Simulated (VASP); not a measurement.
Wanted: the native input for a VASP 6.6.1 run.

- Task: single point
- Functional: revPBE
- Potentials or basis: VASP PAW PBE potentials, release 64 (Pb_d)
- Cutoff: 520 eV
- k mesh: 7 × 7 × 10
- Occupations: fermi-dirac, width 0.1 eV
- Spin: no spin polarisation
- Dipole correction: no
- Further INCAR settings: ALGO = Normal; EDIFF = 1e-07; NBANDS = 28

The structure of Pb lies in POSCAR:

```
Pb
1.0
    5.9739964417      0.0000000000      0.0000000000
   -2.9869982209      5.1736326807      0.0000000000
    0.0000000000      0.0000000000      3.6060060493
Pb
3
Direct
    0.0000000000      0.0000000000      0.0000000000
    0.3333333333      0.6666666667      0.5000000000
    0.6666666667      0.3333333333      0.5000000000
```

This cell differs from its parent crystal: volume scaled by 1.12.

One way to write it, as run:

INCAR

```
SYSTEM = Pb
PREC = Accurate
ENCUT = 520
EDIFF = 1E-7
ISMEAR = -1
SIGMA = 0.1
LREAL = .False.
LASPH = .True.
NELM = 80
ALGO = Normal
ISIF = 2
LWAVE = .False.
LCHARG = .False.
GGA = RE
NBANDS = 28
```

KPOINTS

```
Automatic mesh
0
Gamma
  7 7 10
  0 0 0
```

Potentials or basis: VASP PAW PBE potentials, release 64 (Pb_d).

Command:

```bash
$ cat potpaw_PBE.64/Pb_d/POTCAR > POTCAR
$ mpirun -np 1 vasp_std > vasp.out
```

It gave:

- Pressure: -3.0 GPa
- Band gap on the k mesh: zero (band 21 reaches 6.76 eV, above the bottom of band 22 at 3.78 eV)

Caveat: the PAW data sets were made with another functional, which shifts forces and pressure a little; spin-orbit coupling is left out, which moves the levels of the heavy elements.

It took 2.7 min on 1 thread of AMD EPYC 7R43 64-Core Processor (Zen 3), on a shared host, peak memory 0.26 GiB.
